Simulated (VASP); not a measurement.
A run of VASP 6.6.1:

POSCAR

```
AlNi3
1.0
    0.0000000000      2.8018887551      2.8018887551
    2.8018887551      0.0000000000      2.8018887551
    2.8018887551      2.8018887551      0.0000000000
Al Ni
1 3
Direct
    0.5000000000      0.5000000000      0.5000000000
    0.2500000000      0.2500000000      0.2500000000
    0.0000000000      0.0000000000      0.0000000000
    0.7500000000      0.7500000000      0.7500000000
```

The input INCAR.step1:

```
SYSTEM = AlNi3
PREC = Accurate
ENCUT = 520
ISMEAR = 0
SIGMA = 0.1
LREAL = .FALSE.
LASPH = .TRUE.
NELM = 100
NBANDS = 24
GGA = PE
ALGO = Normal
EDIFF = 1E-4
LWAVE = .TRUE.
LCHARG = .FALSE.
```

INCAR.step2

```
SYSTEM = AlNi3
PREC = Accurate
ENCUT = 520
EDIFF = 1E-6
ISMEAR = 0
SIGMA = 0.1
LREAL = .FALSE.
LASPH = .TRUE.
NELM = 100
ALGO = Normal
ISIF = 2
LWAVE = .FALSE.
LCHARG = .FALSE.
METAGGA = R2SCAN
LMIXTAU = .TRUE.
NBANDS = 24
ISTART = 1
```

Contents of KPOINTS:

```
Automatic mesh
0
G
  4 4 4
  0 0 0
```

Potentials or basis: VASP PAW PBE potentials, release 64 (Al, Ni).

Command:

```sh
$ cat potpaw_PBE.64/Al/POTCAR potpaw_PBE.64/Ni/POTCAR > POTCAR
$ cp INCAR.step1 INCAR
$ mpirun -np 1 vasp_std > vasp.out
$ cp INCAR.step2 INCAR
$ mpirun -np 1 vasp_std > vasp.out
```

Hardware: 1 thread of Intel(R) Xeon(R) Platinum 8488C (Sapphire Rapids), on a shared host.

Question: Estimate the wall time of this run.

Answer: Run time: 49 s on 1 thread of Intel(R) Xeon(R) Platinum 8488C (Sapphire Rapids), with other jobs on the host, peak memory 0.17 GiB. Counts: k points 8.
